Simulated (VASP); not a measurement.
# CdS (P6_3mc) in VASP: a series of runs

Aim: see how the results for CdS move with the level of theory and the settings. Levels: PBEsol-based screened hybrid with 25 % exact exchange, r2SCAN. Tasks: single point.

Program: VASP 6.6.1. These are calculated values, not measurements. Logs are shortened: lines on timing, memory, paths and dates and some standing lists are left out, and cuts for length are marked.

### 1 The cell of the first run

The structure is hexagonal, space group P6_3mc (No. 186). The conventional cell has a = 4.125 Å, b = 4.125 Å, c = 6.686 Å, α = 90.00°, β = 90.00°, γ = 120.00°. Within 3.3 Å of Cd (site symmetry 3m) lie 4 S at 2.52 Å. Within 3.3 Å of S (site symmetry 3m) lie 4 Cd at 2.52 Å.

### 2 Single point, PBEsol-based screened hybrid with 25 % exact exchange

File POSCAR:

```
CdS
1.0
    4.1246540167      0.0000000000      0.0000000000
   -2.0623270083      3.5720551603      0.0000000000
    0.0000000000      0.0000000000      6.6855444726
Cd S
2 2
Direct
    0.6666666667      0.3333333333      0.4989300681
    0.3333333333      0.6666666667     -0.0010699319
    0.6666666667      0.3333333333      0.8760699319
    0.3333333333      0.6666666667      0.3760699319
```

File INCAR.step1:

```
SYSTEM = CdS
ALGO     = Normal         ! electronic algorithm
EDIFF    = 1E-5           ! SCF threshold, eV
ENCUT    = 520            ! plane-wave cutoff, eV
GGA      = PE             ! functional
ISIF     = 2              ! what is computed and relaxed
ISMEAR   = -1             ! smearing method
LASPH    = .True.         ! aspherical terms in the spheres
LCHARG   = .False.        ! write CHGCAR
LREAL    = .False.        ! projectors in reciprocal space
LWAVE    = .True.         ! write WAVECAR
NBANDS   = 26             ! bands
NELM     = 100            ! most SCF steps
PREC     = Accurate       ! precision mode
SIGMA    = 0.05           ! smearing width, eV
```

File INCAR.step2:

```
SYSTEM = CdS
AEXX     = 0.25           ! exact-exchange fraction
ALGO     = Normal         ! electronic algorithm
EDIFF    = 1E-7           ! SCF threshold, eV
ENCUT    = 520            ! plane-wave cutoff, eV
GGA      = PS             ! functional
HFSCREEN = 0.207          ! screening, 1/A
ISIF     = 2              ! what is computed and relaxed
ISMEAR   = -1             ! smearing method
ISTART   = 1            
LASPH    = .True.         ! aspherical terms in the spheres
LCHARG   = .False.        ! write CHGCAR
LHFCALC  = .True.         ! exact exchange
LREAL    = .False.        ! projectors in reciprocal space
LWAVE    = .False.        ! write WAVECAR
NBANDS   = 26             ! bands
NELM     = 100            ! most SCF steps
PREC     = Accurate       ! precision mode
PRECFOCK = Normal       
SIGMA    = 0.05           ! smearing width, eV
```

File KPOINTS:

```
k-points
0
Gamma
  4 4 2
  0 0 0
```

Potentials or basis: VASP PAW PBE potentials, release 64 (Cd, S).

The run is started by

```console
> cat potpaw_PBE.64/Cd/POTCAR potpaw_PBE.64/S/POTCAR > POTCAR
> cp INCAR.step1 INCAR
> mpirun -np 1 vasp_std > vasp.out
> cp INCAR.step2 INCAR
> mpirun -np 1 vasp_std > vasp.out
```

OUTCAR:

```text
SYSTEM = CdS
   AEXX = 0.25
   EDIFF = 1E-7
   ENCUT = 520
   GGA = PS
   HFSCREEN = 0.207
   ISIF = 2
   ISMEAR = -1
   ISTART = 1
   LASPH = .True.
   LHFCALC = .True.
   LREAL = .False.
   NELM = 100
   PREC = Accurate
   PRECFOCK = Normal

 ion  position               nearest neighbor table
   1  0.667  0.333  0.499-   4 2.52   4 2.52   4 2.52   3 2.52
   2  0.333  0.667  0.999-   3 2.52   3 2.52   3 2.52   4 2.52
   3  0.667  0.333  0.876-   2 2.52   2 2.52   2 2.52   1 2.52
   4  0.333  0.667  0.376-   1 2.52   1 2.52   1 2.52   2 2.52

  LATTYP: Found a hexagonal cell.
 ALAT       =     4.1246540167
 C/A-ratio  =     1.6208740043

  Lattice vectors:

 A1 = (   4.1246540167,   0.0000000000,   0.0000000000)
 A2 = (  -2.0623270083,   3.5720551603,   0.0000000000)
 A3 = (   0.0000000000,   0.0000000000,   6.6855444726)

Analysis of symmetry for initial positions (statically):
=====================================================================
 Subroutine PRICEL returns:
 Original cell was already a primitive cell.

 Routine SETGRP: Setting up the symmetry group for a
 hexagonal supercell.

 Subroutine GETGRP returns: Found 12 space group operations
 (whereof  6 operations were pure point group operations)
 out of a pool of 24 trial point group operations.

The static configuration has the point symmetry C_3v.
 The point group associated with its full space group is C_6v.

Analysis of symmetry for dynamics (positions and initial velocities):
=====================================================================
 Subroutine PRICEL returns:
 Original cell was already a primitive cell.

 Routine SETGRP: Setting up the symmetry group for a
 hexagonal supercell.

 Subroutine GETGRP returns: Found 12 space group operations
 (whereof  6 operations were pure point group operations)
 out of a pool of 24 trial point group operations.

The dynamic configuration has the point symmetry C_3v.
 The point group associated with its full space group is C_6v.

 Subroutine INISYM returns: Found 12 space group operations
 (whereof  6 operations are pure point group operations),
 and found     1 'primitive' translations

----------------------------------------------------------------------------------------

                                     Primitive cell

  volume of cell :      98.5014

  direct lattice vectors                    reciprocal lattice vectors
     4.124654017  0.000000000  0.000000000     0.242444577  0.139975442  0.000000000
    -2.062327008  3.572055160  0.000000000     0.000000000  0.279950884  0.000000000
     0.000000000  0.000000000  6.685544473     0.000000000  0.000000000  0.149576449

  length of vectors
     4.124654017  4.124654017  6.685544473     0.279950884  0.279950884  0.149576449

  position of ions in fractional coordinates (direct lattice)
     0.666666667  0.333333333  0.498930068
     0.333333333  0.666666667  0.998930068
     0.666666667  0.333333333  0.876069932
     0.333333333  0.666666667  0.376069932

  ion indices of the primitive-cell ions
   primitive index   ion index
                 1           1
                 2           2
                 3           3
                 4           4

----------------------------------------------------------------------------------------

 KPOINTS: k-points

Automatic generation of k-mesh.
 Grid dimensions read from file:
 generate k-points for:    4    4    2

 Generating k-lattice:

  Cartesian coordinates                     Fractional coordinates (reciprocal lattice)
     0.060611144  0.034993861  0.000000000     0.250000000  0.000000000  0.000000000
     0.000000000  0.069987721  0.000000000     0.000000000  0.250000000  0.000000000
     0.000000000  0.000000000  0.074788224     0.000000000  0.000000000  0.500000000

  Length of vectors
     0.069987721  0.069987721  0.074788224

  Shift w.r.t. Gamma in fractional coordinates (k-lattice)
     0.000000000  0.000000000  0.000000000

 Subroutine IBZKPT returns following result:
 ===========================================

 Found      8 irreducible k-points:

 Following reciprocal coordinates:
            Coordinates               Weight
  0.000000  0.000000  0.000000      1.000000
  0.250000  0.000000  0.000000      6.000000
  0.500000  0.000000  0.000000      3.000000
  0.250000  0.250000  0.000000      6.000000
  0.000000  0.000000  0.500000      1.000000
  0.250000  0.000000  0.500000      6.000000
  0.500000  0.000000  0.500000      3.000000
  0.250000  0.250000  0.500000      6.000000
   k-points           NKPTS =      8   k-points in BZ     NKDIM =     32   number of bands    NBANDS=     26
   number of dos      NEDOS =    301   number of ions     NIONS =      4
   total plane-waves  NPLWV =  51200
   dimension x,y,z NGX =    32 NGY =   32 NGZ =   50
   dimension x,y,z NGXF=    64 NGYF=   64 NGZF=  100
   ions per type =               2   2
   NGX,Y,Z   is equivalent  to a cutoff of  12.90, 12.90, 12.43 a.u.
   NGXF,Y,Z  is equivalent  to a cutoff of  25.80, 25.80, 24.87 a.u.
 SYSTEM =  CdS
   PREC   = accura    normal or accurate (medium, high low for compatibility)
   ISTART =      1    job   : 0-new  1-cont  2-samecut
   ICHARG =      0    charge: 1-file 2-atom 10-const
   ISPIN  =      1    spin polarized calculation?
   LNONCOLLINEAR =      F non collinear calculations
   LSORBIT =      F    spin-orbit coupling
   LASPH  =      T    aspherical Exc in radial PAW
   ENCUT  =  520.0 eV  38.22 Ry    6.18 a.u.   7.67  7.67 12.43*2*pi/ulx,y,z
   NELM   =    100;   NELMIN=  2; NELMDL=  0     # of ELM steps
   EDIFF  = 0.1E-06   stopping-criterion for ELM
   LREAL  =      F    real-space projection
   EDIFFG = 0.1E-05   stopping-criterion for IOM
   NSW    =      0    number of steps for IOM
   IBRION =     -1    ionic relax: 0-MD 1-quasi-New 2-CG
   NFREE  =      0    steps in history (QN), initial steepest desc. (CG)
   ISIF   =      2    stress and relaxation
   ISYM   =      3    0-nonsym 1-usesym 2-fastsym
   POTIM  = 0.5000    time-step for ionic-motion
   TEBEG  =    0.0;   TEEND  =   0.0 temperature during run
   PSTRESS=    0.0 pullay stress
   NELECT =      36.0000    total number of electrons
   NUPDOWN=      -1.0000    fix difference up-down
   EMIN   =  10.00;   EMAX   =-10.00  energy-range for DOS
   EFERMI =   0.00;   METHOD = LEGACY
   ISMEAR =    -1;   SIGMA  =   0.05  broadening in eV -4-tet -1-fermi 0-gaus
   EFERMI_NEDOS =   21; number of points for ismear=-14 and -15
   IALGO  =     38    algorithm
   IMIX   =      1    mixing-type and parameters
     AMIX     =   0.40;   BMIX     =  1.00
     AMIX_MAG =   1.60;   BMIX_MAG =  1.00
  volume/ion in A,a.u.               =      24.63       166.18
  Fermi-wavevector in a.u.,A,eV,Ry     =   1.170473  2.211874 18.640087  1.370008
  Thomas-Fermi vector in A             =   2.306931
   LORBIT       =      0    0 simple, 1 ext, 2 COOP (PROOUT), +10 PAW based schemes
   GGA     = PS    functional components
   LHFCALC =     T    Hartree Fock is set to
   PRECFOCK=normal    Normal, Fast or Accurate (Low or Medium for compatibility)
   ENCUT4O =  -1.0   cutoff for four orbital integrals eV
   NKREDX  =     1    reduce k-point grid by
   NKREDY  =     1    reduce k-point grid by
   NKREDZ  =     1    reduce k-point grid by
   AEXX    =    0.2500 exact exchange contribution
   HFSCREEN=    0.2070 screening length (either q_TF or 0.3 A-1)
   HFSCREENC=   0.2070 screening length for correlation (either q_TF or 0.3 A-1)
   ENCUTFOCK=  -1.0 apply spherical cutoff to Coloumb kernel
   IVDW    =     0    specifies the selected vdW correction
   LEPSILON=     F    determine dielectric tensor
   LRPA    =     F    only Hartree local field effects (RPA)
 non-spin polarized calculation
  energy-cutoff  :      520.00
  volume of cell :       98.50
 maximum number of plane-waves:      2670
 NGX is ok and might be reduce to    32
  NGX = 24; NGY = 24; NGZ = 40

 number of electron      35.9999997 magnetization

 Free energy of the ion-electron system (eV)
  ---------------------------------------------------
  ext. energy  EPLUGINS =         0.00000000
  ---------------------------------------------------
  free energy    TOTEN  =       -16.15521204 eV

  energy without entropy =      -16.15521204  energy(sigma->0) =      -16.15521204

 E-fermi :   1.7714     XC(G=0):  -7.7884

 val. band max:        0.6448718008   @ k =   0.0000   0.0000   0.0000
 cond. band min:       2.7876678640   @ k =   0.0000   0.0000   0.0000
 fundamental gap:      2.1427960632
 Fermi energy:         1.7713534781

 k-point     1 :       0.0000    0.0000    0.0000
  band No.  band energies     occupation
      1     -12.9824      2.00000
      2     -12.4999      2.00000
      3      -8.2194      2.00000
      4      -8.2117      2.00000
      5      -8.2117      2.00000
      6      -8.1231      2.00000
[... 18 lines left out ...]
     25       9.3825      0.00000
     26       9.5340      0.00000

 k-point     2 :       0.2500    0.0000    0.0000
  band No.  band energies     occupation
      1     -12.7657      2.00000
      2     -12.4157      2.00000
      3      -8.1550      2.00000
      4      -8.1391      2.00000
      5      -8.0433      2.00000
      6      -8.0119      2.00000
[... 18 lines left out ...]
     25       9.8059      0.00000
     26      10.2721      0.00000

 k-point     3 :       0.5000    0.0000    0.0000
  band No.  band energies     occupation
      1     -12.5149      2.00000
      2     -12.3658      2.00000
      3      -8.1110      2.00000
      4      -8.0932      2.00000
      5      -7.9048      2.00000
      6      -7.8940      2.00000
[... 18 lines left out ...]
     25      10.1539      0.00000
     26      12.1090      0.00000

 k-point     4 :       0.2500    0.2500    0.0000
  band No.  band energies     occupation
      1     -12.5169      2.00000
      2     -12.3670      2.00000
      3      -8.1312      2.00000
      4      -8.0451      2.00000
      5      -7.9458      2.00000
      6      -7.9184      2.00000
[... 18 lines left out ...]
     25       9.6247      0.00000
     26      11.3848      0.00000

 k-point     5 :       0.0000    0.0000    0.5000
  band No.  band energies     occupation
      1     -12.7345      2.00000
      2     -12.7345      2.00000
      3      -8.1745      2.00000
      4      -8.1745      2.00000
      5      -8.1745      2.00000
      6      -8.1745      2.00000
[... 18 lines left out ...]
     25       8.5322      0.00000
     26       8.5322      0.00000

 k-point     6 :       0.2500    0.0000    0.5000
  band No.  band energies     occupation
      1     -12.5800      2.00000
      2     -12.5800      2.00000
      3      -8.0992      2.00000
      4      -8.0992      2.00000
      5      -8.0776      2.00000
      6      -8.0776      2.00000
[... 18 lines left out ...]
     25       9.5982      0.00000
     26       9.5982      0.00000

 k-point     7 :       0.5000    0.0000    0.5000
  band No.  band energies     occupation
      1     -12.4272      2.00000
      2     -12.4272      2.00000
      3      -8.0777      2.00000
      4      -8.0777      2.00000
      5      -7.9942      2.00000
      6      -7.9942      2.00000
[... 18 lines left out ...]
     25      10.2723      0.00000
     26      10.2723      0.00000

 k-point     8 :       0.2500    0.2500    0.5000
  band No.  band energies     occupation
      1     -12.4288      2.00000
      2     -12.4288      2.00000
      3      -8.0454      2.00000
      4      -8.0454      2.00000
      5      -8.0053      2.00000
      6      -8.0053      2.00000
[... 18 lines left out ...]
     25      10.0327      0.00000
     26      10.0327      0.00000

------------------------ aborting loop because EDIFF is reached ----------------------------------------

  FORCE on cell =-STRESS in cart. coord.  units (eV):
  Direction    XX          YY          ZZ          XY          YZ          ZX
  --------------------------------------------------------------------------------------
  -------------------------------------------------------------------------------------
  Total        0.2201246      0.2201246      0.2204442      0.0000000      0.0000000      0.0000000
  in kB        3.5804428      3.5804428      3.5856403      0.0000000      0.0000000      0.0000000
  external PRESSURE =       3.5821753 kB  Pullay stress =       0.0000000 kB

 VOLUME and BASIS-vectors are now :
 -----------------------------------------------------------------------------
  energy-cutoff  :      520.00
  volume of cell :       98.50
      direct lattice vectors                 reciprocal lattice vectors
     4.124654017  0.000000000  0.000000000     0.242444577  0.139975442  0.000000000
    -2.062327008  3.572055160  0.000000000     0.000000000  0.279950884  0.000000000
     0.000000000  0.000000000  6.685544473     0.000000000  0.000000000  0.149576449

 POSITION                                       TOTAL-FORCE (eV/Angst)
 -----------------------------------------------------------------------------------
      2.06233      1.19069      3.33562        -0.000000      0.000000      0.000410
     -0.00000      2.38137      6.67839         0.000000      0.000000      0.000410
      2.06233      1.19069      5.85700        -0.000000      0.000000     -0.000410
     -0.00000      2.38137      2.51423         0.000000     -0.000000     -0.000410
 -----------------------------------------------------------------------------------
    total drift:                               -0.000000     -0.000000     -0.000005

  FREE ENERGIE OF THE ION-ELECTRON SYSTEM (eV)
  ---------------------------------------------------
  free  energy   TOTEN  =       -16.1552120421 eV

  energy  without entropy=      -16.1552120420  energy(sigma->0) =      -16.15521204
```

Run time: 38 min. Hardware: 1 thread of Oxide Virtual Turin-like, shared host; peak memory 0.31 GiB.

What came out:

```yaml
Free_energy: -16.1552 eV
Pressure: 0.4 GPa
Band_gap_on_the_k_mesh: 2.14 eV
```

Caveat: the k points lie up to 0.47 Å⁻¹ apart; the PAW data sets were made with another functional, which shifts forces and pressure a little.

### 3 Single point, r2SCAN, non-collinear spin, zero start, spin-orbit coupling

This run uses another cell than the first one, of 26.63 Å³/atom.

File POSCAR:

```
CdS
1.0
    4.2313932131      0.0000000000      0.0000000000
   -2.1156966065      3.6644940159      0.0000000000
    0.0000000000      0.0000000000      6.8691315847
Cd S
2 2
Direct
    0.6666666667      0.3333333333      0.5000000000
    0.3333333333      0.6666666667      0.0000000000
    0.6666666667      0.3333333333      0.8750000000
    0.3333333333      0.6666666667      0.3750000000
```

File INCAR.step1:

```
SYSTEM = CdS
PREC = Accurate ; ENCUT = 550
ISMEAR = -1 ; SIGMA = 0.05
LREAL = .False. ; LASPH = .True.
NELM = 200 ; LNONCOLLINEAR = .True.
MAGMOM = 0 0 0 0 0 0 0 0 0 0 0 0 ; LSORBIT = .True.
GGA_COMPAT = .False. ; NBANDS = 50
GGA = PE ; ALGO = Normal
EDIFF = 1E-5 ; LWAVE = .True.
LCHARG = .False.
```

File INCAR.step2:

```
SYSTEM = CdS
PREC = Accurate ; ENCUT = 550
EDIFF = 1E-6 ; ISMEAR = -1
SIGMA = 0.05 ; LREAL = .False.
LASPH = .True. ; NELM = 200
ALGO = Normal ; ISIF = 2
LWAVE = .False. ; LCHARG = .False.
LNONCOLLINEAR = .True. ; MAGMOM = 0 0 0 0 0 0 0 0 0 0 0 0
LORBIT = 11 ; LSORBIT = .True.
GGA_COMPAT = .False. ; LORBMOM = .True.
METAGGA = R2SCAN ; LMIXTAU = .True.
NBANDS = 50 ; ISTART = 1
```

File KPOINTS:

```
Automatic mesh
0
Gamma
  7 7 4
  0 0 0
```

Potentials or basis: VASP PAW PBE potentials, release 64 (Cd, S).

The run is started by

```console
> cat potpaw_PBE.64/Cd/POTCAR potpaw_PBE.64/S/POTCAR > POTCAR
> cp INCAR.step1 INCAR
> mpirun -np 1 vasp_ncl > vasp.out
> cp INCAR.step2 INCAR
> mpirun -np 1 vasp_ncl > vasp.out
```

It took 36 min on 1 thread of Oxide Virtual Turin-like, shared host; peak memory 0.67 GiB.

The run converged. Its results:

| Quantity | Value |
| --- | --- |
| Free energy | -59.4037 eV |
| Pressure | -2.4 GPa |
| Largest force | 0.060 eV/Å |
| Net moment | 0.00 μB per cell |
| Valence electrons inside the program's atomic spheres | Cd 10.25; S 3.71 |

Forces in eV/Å, atoms in the order of the input:
```
Cd   0.000  0.000 -0.060
Cd   0.000  0.000 -0.060
S    0.000  0.000  0.060
S    0.000  0.000  0.060
```

Stress tensor (GPa, compression positive):
```
-2.51  0.00  0.00
 0.00 -2.51  0.00
 0.00  0.00 -2.08
```

Moments on the atoms (μB; x, y, z):
```
Cd  0.00 0.00 0.00
Cd  0.00 0.00 0.00
S   0.00 0.00 0.00
S   0.00 0.00 0.00
```

Caveat: the PAW data sets were made with another functional, which shifts forces and pressure a little.
